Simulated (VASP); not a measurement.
# AlNi3 (R-3m) in VASP: further runs

AlNi3 is run at these levels: PBEsol; tasks: single point.

Everything below comes from runs of VASP 6.6.1. Logs are shortened: lines on timing, memory, paths and dates and some standing lists are left out, and cuts for length are marked.

## (1) The cell of the first run

Symmetry: R-3m, No. 166, trigonal system. The conventional cell has a = 4.089 Å, b = 4.089 Å, c = 9.659 Å, α = 90.00°, β = 90.00°, γ = 120.00°. Al (site symmetry -3m) has 14 Ni at 2.41 to 2.86 Å within 3.2 Å. Ni (site symmetry 3m) has 4 Al at 2.41 to 2.49 Å and 10 Ni at 2.41 to 2.86 Å within 3.2 Å. Ni (site symmetry -3m) has 8 Ni at 2.41 to 2.49 Å and 6 Al at 2.86 Å within 3.2 Å.

## (2) Single point, PBEsol (11.66 Å³/atom)

Contents of INCAR:

```
SYSTEM = AlNi3
ALGO     = Fast           ! electronic algorithm
EDIFF    = 1E-6           ! SCF threshold, eV
ENCUT    = 520            ! plane-wave cutoff, eV
GGA      = PS             ! functional
ISIF     = 2              ! what is computed and relaxed
ISMEAR   = 0              ! smearing method
LASPH    = .TRUE.         ! aspherical terms in the spheres
LCHARG   = .FALSE.        ! write CHGCAR
LREAL    = .FALSE.        ! projectors in reciprocal space
LWAVE    = .FALSE.        ! write WAVECAR
NBANDS   = 24             ! bands
NELM     = 80             ! most SCF steps
PREC     = Accurate       ! precision mode
SIGMA    = 0.15           ! smearing width, eV
```

Contents of KPOINTS:

```
k-points
0
G
  14 14 14
  0 0 0
```

Contents of POSCAR:

```
AlNi3
1.0
   -0.0688215184      2.8228389197      2.8228389197
    2.8228389197     -0.0688215184      2.8228389197
    2.8228389197      2.8228389197     -0.0688215184
Al Ni
1 3
Direct
    0.5000000000      0.5000000000      0.5000000000
    0.2500000000      0.2500000000      0.2500000000
    0.0000000000      0.0000000000      0.0000000000
    0.7500000000      0.7500000000      0.7500000000
```

Potentials or basis: VASP PAW PBE potentials, release 64 (Al, Ni).

Command:

```bash
$ cat potpaw_PBE.64/Al/POTCAR potpaw_PBE.64/Ni/POTCAR > POTCAR
$ mpirun -np 1 vasp_std > vasp.out
```

OUTCAR:

```text
SYSTEM = AlNi3
   EDIFF = 1E-6
   ENCUT = 520
   GGA = PS
   ISIF = 2
   ISMEAR = 0
   LASPH = .TRUE.
   LREAL = .FALSE.
   NELM = 80
   PREC = Accurate

 ion  position               nearest neighbor table
   1  0.500  0.500  0.500-   2 2.41   4 2.41   2 2.49   2 2.49   2 2.49   4 2.49   4 2.49   4 2.49
                             3 2.86   3 2.86   3 2.86   3 2.86   3 2.86   3 2.86
   2  0.250  0.250  0.250-   1 2.41   3 2.41   3 2.49   3 2.49   3 2.49   1 2.49   1 2.49   1 2.49
                             4 2.86   4 2.86   4 2.86   4 2.86   4 2.86   4 2.86
   3  0.000  0.000  0.000-   2 2.41   4 2.41   4 2.49   4 2.49   4 2.49   2 2.49   2 2.49   2 2.49
                             1 2.86   1 2.86   1 2.86   1 2.86   1 2.86   1 2.86
   4  0.750  0.750  0.750-   1 2.41   3 2.41   1 2.49   1 2.49   1 2.49   3 2.49   3 2.49   3 2.49
                             2 2.86   2 2.86   2 2.86   2 2.86   2 2.86   2 2.86

  LATTYP: Found a trigonal (rhomboedric) cell.
 ALAT       =     3.9926902628
 COS(alpha) =     0.4754784387

  Lattice vectors:

 A1 = (  -0.0688215184,   2.8228389197,   2.8228389197)
 A2 = (   2.8228389197,  -0.0688215184,   2.8228389197)
 A3 = (   2.8228389197,   2.8228389197,  -0.0688215184)

Analysis of symmetry for initial positions (statically):
=====================================================================
 Subroutine PRICEL returns:
 Original cell was already a primitive cell.

 Routine SETGRP: Setting up the symmetry group for a
 trigonal (rhombohedral) supercell.

 Subroutine GETGRP returns: Found 12 space group operations
 (whereof 12 operations were pure point group operations)
 out of a pool of 12 trial point group operations.

The static configuration has the point symmetry D_3d.

Analysis of symmetry for dynamics (positions and initial velocities):
=====================================================================
 Subroutine PRICEL returns:
 Original cell was already a primitive cell.

 Routine SETGRP: Setting up the symmetry group for a
 trigonal (rhombohedral) supercell.

 Subroutine GETGRP returns: Found 12 space group operations
 (whereof 12 operations were pure point group operations)
 out of a pool of 12 trial point group operations.

The dynamic configuration has the point symmetry D_3d.

 Subroutine INISYM returns: Found 12 space group operations
 (whereof 12 operations are pure point group operations),
 and found     1 'primitive' translations
[... 98 lines left out ...]
   NELM   =     80;   NELMIN=  2; NELMDL= -5     # of ELM steps
   EDIFF  = 0.1E-05   stopping-criterion for ELM
   LREAL  =      F    real-space projection
   EDIFFG = 0.1E-04   stopping-criterion for IOM
   NSW    =      0    number of steps for IOM
   IBRION =     -1    ionic relax: 0-MD 1-quasi-New 2-CG
   NFREE  =      0    steps in history (QN), initial steepest desc. (CG)
   ISIF   =      2    stress and relaxation
   ISYM   =      2    0-nonsym 1-usesym 2-fastsym
   POTIM  = 0.5000    time-step for ionic-motion
   TEBEG  =    0.0;   TEEND  =   0.0 temperature during run
   PSTRESS=    0.0 pullay stress
   NELECT =      33.0000    total number of electrons
   NUPDOWN=      -1.0000    fix difference up-down
   EMIN   =  10.00;   EMAX   =-10.00  energy-range for DOS
   EFERMI =   0.00;   METHOD = LEGACY
   ISMEAR =     0;   SIGMA  =   0.15  broadening in eV -4-tet -1-fermi 0-gaus
   EFERMI_NEDOS =   21; number of points for ismear=-14 and -15
   IALGO  =     68    algorithm
   IMIX   =      4    mixing-type and parameters
     AMIX     =   0.40;   BMIX     =  1.00
     AMIX_MAG =   1.60;   BMIX_MAG =  1.00
  volume/ion in A,a.u.               =      11.66        78.67
  Fermi-wavevector in a.u.,A,eV,Ry     =   1.458875  2.756874 28.957507  2.128317
  Thomas-Fermi vector in A             =   2.575508
   LORBIT       =      0    0 simple, 1 ext, 2 COOP (PROOUT), +10 PAW based schemes
   GGA     = PS    functional components
   LHFCALC =     F    Hartree Fock is set to
   AEXX    =    0.0000 exact exchange contribution
   IVDW    =     0    specifies the selected vdW correction
   LEPSILON=     F    determine dielectric tensor
   LRPA    =     F    only Hartree local field effects (RPA)
 non-spin polarized calculation
 RMM-DIIS sequential band-by-band and
 Gauss-broadening in eV      SIGMA  =   0.15
  energy-cutoff  :      520.00
  volume of cell :       46.63
 maximum number of plane-waves:      1278
 NGX is ok and might be reduce to    30
   NGX = 15   NGY = 15   NGZ = 15

 number of electron      32.9999980 magnetization

 Free energy of the ion-electron system (eV)
  ---------------------------------------------------
  ext. energy  EPLUGINS =         0.00000000
  ---------------------------------------------------
  free energy    TOTEN  =       -23.95494907 eV

  energy without entropy =      -23.92109321  energy(sigma->0) =      -23.93802114

 E-fermi :   9.0101     XC(G=0): -12.6486

 val. band max:        9.0032513223   @ k =   0.4286   0.4286   0.4286
 cond. band min:       9.0142767086   @ k =  -0.1429  -0.4286   0.0714
 fundamental gap:      0.0110253863
 Fermi energy:         9.0101117270

 k-point     1 :       0.0000    0.0000    0.0000
  band No.  band energies     occupation
      1      -0.7862      2.00000
      2       5.7066      2.00000
      3       5.7066      2.00000
      4       5.7644      2.00000
      5       5.7644      2.00000
      6       5.8335      2.00000
[... 637 lines left out ...]
     23      16.4672      0.00000
     24      18.2425      0.00000

 [... further k-points ...]

------------------------ aborting loop because EDIFF is reached ----------------------------------------

  FORCE on cell =-STRESS in cart. coord.  units (eV):
  Direction    XX          YY          ZZ          XY          YZ          ZX
  --------------------------------------------------------------------------------------
  -------------------------------------------------------------------------------------
  Total       -3.0092350     -3.0092350     -3.0092350      0.9353383      0.9353383      0.9353383
  in kB     -103.3909785   -103.3909785   -103.3909785     32.1362551     32.1362551     32.1362551
  external PRESSURE =    -103.3909785 kB  Pullay stress =       0.0000000 kB

 VOLUME and BASIS-vectors are now :
 -----------------------------------------------------------------------------
  energy-cutoff  :      520.00
  volume of cell :       46.63
      direct lattice vectors                 reciprocal lattice vectors
    -0.068821518  2.822838920  2.822838920    -0.170777217  0.175044854  0.175044854
     2.822838920 -0.068821518  2.822838920     0.175044854 -0.170777217  0.175044854
     2.822838920  2.822838920 -0.068821518     0.175044854  0.175044854 -0.170777217

 POSITION                                       TOTAL-FORCE (eV/Angst)
 -----------------------------------------------------------------------------------
      2.78843      2.78843      2.78843        -0.000000     -0.000000     -0.000000
      1.39421      1.39421      1.39421         0.022013      0.022013      0.022013
      0.00000      0.00000      0.00000        -0.000000     -0.000000     -0.000000
      4.18264      4.18264      4.18264        -0.022013     -0.022013     -0.022013
 -----------------------------------------------------------------------------------
    total drift:                                0.000000     -0.000000      0.000000

  FREE ENERGIE OF THE ION-ELECTRON SYSTEM (eV)
  ---------------------------------------------------
  free  energy   TOTEN  =       -23.9549490698 eV

  energy  without entropy=      -23.9210932106  energy(sigma->0) =      -23.93802114
```

OSZICAR:

```text
N       E                     dE             d eps       ncg     rms          rms(c)
DAV:   1     0.183346749153E+03    0.18335E+03   -0.14186E+04 13952   0.173E+03
DAV:   2    -0.190806847194E+02   -0.20243E+03   -0.19071E+03 13848   0.317E+02
DAV:   3    -0.277815898277E+02   -0.87009E+01   -0.82747E+01 16768   0.905E+01
DAV:   4    -0.279109090951E+02   -0.12932E+00   -0.12924E+00 16696   0.958E+00
DAV:   5    -0.279152119147E+02   -0.43028E-02   -0.43027E-02 17560   0.161E+00    0.186E+01
RMM:   6    -0.281923913084E+02   -0.27718E+00   -0.43659E+01 15038   0.771E+01    0.196E+01
RMM:   7    -0.240825405264E+02    0.41099E+01   -0.12347E+01 13958   0.434E+01    0.491E+00
RMM:   8    -0.243706765669E+02   -0.28814E+00   -0.68725E-01 14803   0.897E+00    0.740E+00
RMM:   9    -0.239735916244E+02    0.39708E+00   -0.26691E-01 14700   0.606E+00    0.882E-01
RMM:  10    -0.239573794342E+02    0.16212E-01   -0.38612E-02 14535   0.154E+00    0.574E-01
RMM:  11    -0.239548143731E+02    0.25651E-02   -0.10204E-02 16378   0.106E+00    0.168E-01
RMM:  12    -0.239551223318E+02   -0.30796E-03   -0.24652E-03 16341   0.492E-01    0.183E-01
RMM:  13    -0.239549208535E+02    0.20148E-03   -0.96577E-04 16465   0.300E-01    0.343E-02
RMM:  14    -0.239549440423E+02   -0.23189E-04   -0.30233E-04 18495   0.114E-01    0.126E-02
RMM:  15    -0.239549484996E+02   -0.44572E-05   -0.54182E-05 19031   0.462E-02    0.713E-03
RMM:  16    -0.239549490698E+02   -0.57022E-06   -0.60811E-06 12745   0.174E-02
   1 F= -.23954949E+02 E0= -.23938021E+02  d E =-.338559E-01
```

stdout:

```text
POSCAR found type information on POSCAR AlNi
 POSCAR found :  2 types and       4 ions
 scaLAPACK will be used
 -----------------------------------------------------------------------------
|                                                                             |
|                                                                             |
|     You enforced a specific xc type in the INCAR file but a different       |
|     I HOPE YOU KNOW WHAT YOU ARE DOING!                                     |
|                                                                             |
 -----------------------------------------------------------------------------

 LDA part: xc-table for (Slater+PW92), standard interpolation
 POSCAR, INCAR and KPOINTS ok, starting setup
 FFT: planning ... GRIDC
 FFT: planning ... GRID_SOFT
 FFT: planning ... GRID
 WAVECAR not read
 entering main loop
WARNING in EDDRMM: call to ZHEGV failed, returncode =   8  4     23
```

It took 2.8 min on 1 thread of Intel Xeon 6975P-C (Granite Rapids), shared host; peak memory 0.37 GiB.

What came out:

| Property | Result |
| --- | --- |
| Free energy | -23.9549 eV |
| Pressure | -10.3 GPa |
| Largest force | 0.038 eV/Å |
| Band gap on the k mesh | zero (an odd number of electrons rules out a gap without spin polarisation) |

Forces in eV/Å, atoms in the order of the input:
```
Al   0.000  0.000  0.000
Ni   0.022  0.022  0.022
Ni   0.000  0.000  0.000
Ni  -0.022 -0.022 -0.022
```

Caveat: the cell stands under tension; the PAW data sets were made with another functional, which shifts forces and pressure a little.

[end of part 1 of 2]
